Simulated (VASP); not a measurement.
Runs of VASP 6.6.1 on Ag. It takes space group Fm-3m (No. 225, cubic). The conventional cell has a = 4.104 Å, b = 4.104 Å, c = 4.104 Å, α = 90.00°, β = 90.00°, γ = 90.00°. Ag (site symmetry m-3m) has 12 Ag at 2.90 Å within 3.8 Å. 

```csv
k mesh,smearing,gap on the mesh (eV),pressure (GPa)
13 × 13 × 13,fermi-dirac 0.1 eV,none,0.1
13 × 13 × 13,methfessel-paxton 0.01 eV,none,0.0
14 × 14 × 14,fermi-dirac 0.1 eV,none,0.2
13 × 13 × 13,gaussian 0.6 eV,none,(a)
13 × 13 × 13,gaussian 0.1 eV,none,0.0
```

Alike in all rows: task single point; level r2SCAN; potentials or basis VASP PAW PBE potentials, release 64 (Ag); no spin polarisation; cell as given; cutoff (eV) 520.

Q: Estimate the missing entries.

A: (a) 0.3.

Caveats: the PAW data sets were made with another functional, which shifts forces and pressure a little.

A k mesh can miss the band edges, and the runs leave out spin-orbit coupling on Ag.

A gap of «none» marks levels without a gap at the run's occupations.
